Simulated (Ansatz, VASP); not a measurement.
One calculation of RbCl, two programs

INCAR

```
ALGO = Normal ; EDIFF = 1E-6
ENCUT = 500 ; GGA = PE
GGA_COMPAT = F ; ISIF = 2
ISMEAR = 0 ; LASPH = T
LCHARG = F ; LREAL = F
LWAVE = F ; NBANDS = 15
NELM = 120 ; PREC = Accurate
SIGMA = 0.05
```

File KPOINTS:

```
k-points
0
Gamma
  6 6 6
```

The input POSCAR:

```
RbCl
1.0
   -0.0327400000      3.2740000000      3.2740000000
    3.2740000000     -0.0327400000      3.2740000000
    3.2412600000      3.2412600000      0.0000000000
Rb Cl
1 1
Direct
    0.0000000000      0.0000000000      0.0000000000
    0.5000000000      0.5000000000      0.5000000000
```

Input for Ansatz:

```yaml
crystal:
  lattice:
    - [-0.03274, 3.274, 3.274]
    - [3.274, -0.03274, 3.274]
    - [3.24126, 3.24126, 0.0]
  atoms:
    - { symbol: Rb, position: [0.0, 0.0, 0.0] }
    - { symbol: Cl, position: [0.5, 0.5, 0.5] }
basis:
  ecutwfc: 420
kpoints:
  mp_grid: { grid: [6, 6, 6] }
hamiltonian:
  xc: pbe
scf:
  occupations: { method: gaussian, width: 0.05 }
output:
  forces: true
  stress: true
  eigenvalues: true
```

Change from the starting cell: strain -0.0200 x Voigt [0, 0, 0, 0, 0, 1], atoms carried along.

Alike in both runs: task single point; functional PBE; k mesh 6 × 6 × 6; occupations gaussian, width 0.05 eV; no spin polarisation.

```csv
,VASP,Ansatz
version,VASP 6.6.1,Ansatz 0.2.0
potentials or method,"VASP PAW PBE potentials, release 64 (Rb_sv, Cl), cutoff 500 eV","scalar-relativistic, plane waves, PAW"
valence electrons in the cell,16,16
```

|  | VASP | Ansatz | Ansatz less VASP |
| --- | --- | --- | --- |
| gap on the k mesh at the Fermi level (eV) | 5.03 | 5.04 | +0.003 |
| least direct gap on the mesh (eV) | 5.03 | 5.04 | +0.003 |
| pressure (GPa) | 1.1 | 1.1 | 0.00 |
| traceless stress, the component that is largest in VASP (GPa) | 0.09 | 0.09 | +0.001 |
